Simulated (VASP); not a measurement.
A run of VASP 6.6.1:

INCAR

```
  PREC = Accurate
  ENCUT = 500
  EDIFF = 1E-6
  ISMEAR = 0
  SIGMA = 0.02
  LREAL = F
  LASPH = T
  NELM = 200
  ALGO = Normal
  ISIF = 2
  LWAVE = F
  LCHARG = F
  GGA = PS
  NBANDS = 19
  GGA_COMPAT = F
  LMAXMIX = 6
```

KPOINTS

```
Automatic mesh
0
Gamma
  4 4 4
```

Contents of POSCAR:

```
LaTl
1.0
    3.9360000000      0.0000000000      0.0000000000
    0.0000000000      3.9360000000      0.0000000000
    0.0000000000      0.0000000000      3.9360000000
La Tl
1 1
Direct
    0.0000000000      0.0000000000      0.0000000000
    0.5000000000      0.5000000000      0.5000000000
```

Potentials or basis: VASP PAW PBE potentials, release 64 (La, Tl_d).

Command:

```console
$ cat potpaw_PBE.64/La/POTCAR potpaw_PBE.64/Tl_d/POTCAR > POTCAR
$ mpirun -np 1 vasp_std > vasp.out
```

Hardware: 1 thread of Intel Xeon 8259CL, with other jobs on the host.

Task: How long does it take, and how much memory?

Result: Wall time 32 s on 1 thread of Intel Xeon 8259CL (shared host), peak memory 0.18 GiB. Counts: scf iterations 14, k points 10.
